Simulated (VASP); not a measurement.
Ir:

```
Ir
1.0
     0.00000    1.91970    1.91970
     1.91970    0.00000    1.91970
     1.91970    1.91970    0.00000
Ir
1
Direct
  0.00000 0.00000 0.00000
```

* Program: VASP 6.6.1
* Task: relaxation of cell and atoms
* Functional: BLYP
* Potentials or basis: VASP PAW PBE potentials, release 64 (Ir)
* Cutoff: 600 eV
* k mesh: 14 × 14 × 14
* Occupations: fermi-dirac, width 0.1 eV
* Spin: no spin polarisation

At the start: pressure 30.3 GPa; volume 14.15 Å³/atom.

Where does the relaxation end?

Over 5 steps the energy falls by 107.3 meV/atom and the volume is 15.39 Å³/atom (+8.7 %); space group Fm-3m (No. 225, to 0.05 Å).

Step by step:
```tsv
step	energy change (eV)	largest force (eV/Å)	pressure (GPa)	volume (Å³)
1	0.0000	0.0000	30.25	14.15
2	0.6897	0.0000	-37.86	20.36
3	-0.1056	0.0000	-3.10	15.56
4	-0.1072	0.0000	-0.47	15.41
5	-0.1073	0.0000	0.04	15.39
```

Final structure:
```yaml
crystal:
  lattice:
    - [0.00000, 1.97413, 1.97413]
    - [1.97413, 0.00000, 1.97413]
    - [1.97413, 1.97413, 0.00000]
  atoms:
    - { symbol: Ir, position: [0.00000, 0.00000, 0.00000] }
```

Caveat: the PAW data sets were made with another functional, which shifts forces and pressure a little.
